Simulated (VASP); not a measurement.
A run of VASP 6.6.1 is set up as follows.

Contents of INCAR:

```
PREC     = Accurate       # precision mode
ENCUT    = 520            # plane-wave cutoff, eV
EDIFF    = 1E-7           # SCF threshold, eV
ISMEAR   = 0              # smearing method
SIGMA    = 0.1            # smearing width, eV
LREAL    = False          # projectors in reciprocal space
LASPH    = True           # aspherical terms in the spheres
NELM     = 80             # most SCF steps
ALGO     = Fast           # electronic algorithm
ISIF     = 2              # what is computed and relaxed
LWAVE    = False          # write WAVECAR
LCHARG   = True           # write CHGCAR
GGA      = PE             # functional
LELF     = True           # ELF
LVHAR    = True         
NBANDS   = 51             # bands
```

File KPOINTS:

```
regular mesh
0
Gamma
  6 6 12
```

The input POSCAR:

```
RuPb2
1.0
    6.8363400991      0.0000000000      0.0000000000
    0.0000000000      6.8363400991      0.0000000000
    0.0000000000      0.0000000000      3.4403295220
Ru Pb
2 4
Direct
    0.0000000000      0.0000000000      0.0000000000
    0.5000000000      0.5000000000      0.5000000000
    0.2796209261      0.2796209261      0.0000000000
    0.2203790739      0.7796209261      0.5000000000
    0.7203790739      0.7203790739      0.0000000000
    0.7796209261      0.2203790739      0.5000000000
```

Potentials or basis: VASP PAW PBE potentials, release 64 (Ru_pv, Pb_d).

Command:

```sh
$ cat potpaw_PBE.64/Ru_pv/POTCAR potpaw_PBE.64/Pb_d/POTCAR > POTCAR
$ mpirun -np 1 vasp_std > vasp.out
```

What does it give for the band gap on the k mesh?

Zero (bands 42 and 43 overlap by 0.53 eV).

What does it give for the pressure?

0.0 GPa.

Forces on the atoms (eV/Å):
```
Ru   0.000  0.000  0.000
Ru   0.000  0.000  0.000
Pb  -0.001 -0.001  0.000
Pb   0.001 -0.001  0.000
Pb   0.001  0.001  0.000
Pb  -0.001  0.001  0.000
```

Caveat: spin-orbit coupling is left out, which moves the levels of the heavy elements.
